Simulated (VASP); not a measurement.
Input of a VASP 6.6.1 run:

Contents of INCAR:

```
SYSTEM = GaSe5
PREC = Accurate ; ENCUT = 600
EDIFF = 1E-6 ; ISMEAR = 0
SIGMA = 0.1 ; LREAL = .FALSE.
LASPH = .TRUE. ; NELM = 100
ALGO = Normal ; ISIF = 3
LWAVE = .FALSE. ; LCHARG = .FALSE.
GGA = PE ; IBRION = 2
NSW = 100 ; EDIFFG = -0.01
```

KPOINTS

```
regular mesh
0
G
  6 6 10
  0 0 0
```

File POSCAR:

```
GaSe5
1.0
    6.4525163532      0.0000000000      0.0000000000
   -3.2262581766      5.5880430802      0.0000000000
    0.0000000000      0.0000000000      3.6937719385
Ga Se
1 5
Direct
    0.0000000000      0.0000000000      0.5000000000
    0.6724386964      0.0000000000      0.0000000000
    0.0000000000      0.6724386964      0.0000000000
    0.3275613036      0.3275613036      0.0000000000
    0.3333333333      0.6666666667      0.5000000000
    0.6666666667      0.3333333333      0.5000000000
```

Potentials or basis: VASP PAW PBE potentials, release 64 (Ga_d, Se).

Command:

```bash
$ cat potpaw_PBE.64/Ga_d/POTCAR potpaw_PBE.64/Se/POTCAR > POTCAR
$ mpirun -np 1 vasp_std > vasp.out
```

Q: Estimate the relaxed volume.

A: 22.23 Å³/atom.

Q: Estimate the relaxed cell.

A: a = 6.427 Å, b = 6.427 Å, c = 3.729 Å, α = 90.00°, β = 90.00°, γ = 120.00°.

Q: What does it give for the band gap on the k mesh?

A: Zero (an odd number of electrons rules out a gap without spin polarisation).

The path:
```
step  energy change (eV)  largest force (eV/Å)  pressure (GPa)  volume (Å³)
   1              0.0000                0.0371            0.34       133.19
   2             -0.0027                0.0120           -0.21       134.09
   3             -0.0027                0.0115           -0.22       134.10
   4             -0.0036                0.0105           -0.11       133.72
   5             -0.0038                0.0080            0.04       133.17
   6             -0.0039                0.0089           -0.01       133.39
```

Caveat: an odd number of electrons without spin polarisation forces a metal; a magnetic or distorted state may lie lower.
